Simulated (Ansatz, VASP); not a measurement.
## Ir: VASP beside Ansatz

The input POSCAR:

```
Ir
1.0
    2.7226443278      0.0000000000      0.0000000000
   -1.3613221639      2.3578791533      0.0000000000
    0.0000000000      0.0000000000      4.4448990357
Ir
2
Direct
    0.3333333333      0.6666666667      0.2500000000
    0.6666666667      0.3333333333      0.7500000000
```

The input INCAR.step1:

```
SYSTEM = Ir
  PREC = Accurate
  ENCUT = 600
  ISMEAR = 0
  SIGMA = 0.1
  LREAL = .FALSE.
  LASPH = .TRUE.
  NELM = 60
  GGA = PE
  ALGO = Normal
  EDIFF = 1E-4
  LWAVE = .TRUE.
  LCHARG = .FALSE.
```

INCAR.step2

```
SYSTEM = Ir
  PREC = Accurate
  ENCUT = 600
  EDIFF = 1E-6
  ISMEAR = 0
  SIGMA = 0.1
  LREAL = .FALSE.
  LASPH = .TRUE.
  NELM = 60
  ALGO = Normal
  ISIF = 3
  LWAVE = .FALSE.
  LCHARG = .FALSE.
  METAGGA = R2SCAN
  LMIXTAU = .TRUE.
  IBRION = 2
  NSW = 80
  EDIFFG = -0.01
  ISTART = 1
```

KPOINTS

```
Automatic mesh
0
G
  18 18 10
  0 0 0
```

Input for Ansatz:

```yaml
crystal:
  lattice:
    - [2.7226443278, 0.0, 0.0]
    - [-1.3613221639, 2.3578791533, 0.0]
    - [0.0, 0.0, 4.4448990357]
  atoms:
    - { symbol: Ir, position: [0.3333333333, 0.6666666667, 0.25] }
    - { symbol: Ir, position: [0.6666666667, 0.3333333333, 0.75] }
basis:
  ecutwfc: 500
kpoints:
  mp_grid: { grid: [18, 18, 10] }
hamiltonian:
  xc: r2scan
scf:
  occupations: { method: gaussian, width: 0.1 }
output:
  forces: true
  stress: true
  eigenvalues: true
relax:
  adjacent_minimum: "off"
  f_tol: 0.01
  max_steps: 60
  cell: { stress_tol: 0.1 }
```

Alike in both runs: task relaxation of cell and atoms; functional r2SCAN; k mesh 18 × 18 × 10; occupations gaussian, width 0.1 eV; no spin polarisation.

|  | VASP | Ansatz |
| --- | --- | --- |
| version | VASP 6.6.1 | Ansatz 0.2.0 |
| potentials or method | VASP PAW PBE potentials, release 64 (Ir), cutoff 600 eV | scalar-relativistic, plane waves, PAW |
| valence electrons in the cell | 18 | 34 |

Ansatz gave:

```
gap on the k mesh at the Fermi level, each at its own relaxed structure (eV) : none
relaxed volume (Å³/atom)                                                     : 14.26
relaxed length of the cell vector where the two differ most in proportion (Å)              : 4.422
```

Q: What did VASP give for the same quantities?

A: gap on the k mesh at the Fermi level, each at its own relaxed structure (eV): none; relaxed volume (Å³/atom): 14.36; relaxed length of the cell vector where the two differ most in proportion (Å): 4.432.

VASP's potentials were made for PBE, not for r2SCAN. A gap of «none» marks a metal or a gap that the smearing closes. VASP's potentials hold 18 valence electrons a cell and Ansatz's 34, so a difference there can come from the potentials and not from the codes.

Neither program's run includes spin-orbit coupling.
